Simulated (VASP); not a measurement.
Runs of VASP 6.6.1 on CO2. The structure is that of space group Cmce (No. 64), or close to it. The cells are those of the table. 

```csv
task,cell,k mesh,cutoff (eV),smearing,gap on the mesh (eV),pressure (GPa),largest force (eV/Å)
single point,"a = 3.233, b = 3.233, c = 6.065 Å, angles 90.0, 90.0, 84.8°, 6 atoms",8 × 8 × 4,520,gaussian 0.01 eV,6.21,(b),0.66
single point,"a = 3.239, b = 3.239, c = 6.054 Å, angles 90.0, 90.0, 84.8°, 6 atoms",6 × 6 × 4,520,gaussian 0.1 eV,6.20,11.0,0.65
relaxation of cell and atoms,"relaxed to 9 GPa from a = 3.239, b = 3.239, c = 6.054 Å, angles 90.0, 90.0, 84.8°, 6 atoms",8 × 8 × 4,600,gaussian 0.01 eV,(a),9.0,-
relaxation of cell and atoms,"relaxed to 9 GPa from a = 3.239, b = 3.239, c = 6.054 Å, angles 90.0, 90.0, 84.8°, 6 atoms",6 × 6 × 4,600,gaussian 0.1 eV,6.10,8.3,-
```

Alike in all rows: level PBE+D3(BJ); potentials or basis VASP PAW PBE potentials, release 64 (C, O); no spin polarisation.

Task: Fill in the values left out.

Result: (a) 6.05; (b) 11.1.

Caveats: the cell stands under pressure (at least some runs); the cell is relaxed towards a set pressure, so the run minimises the enthalpy, not the energy (at least some runs).

A k mesh can miss the band edges.
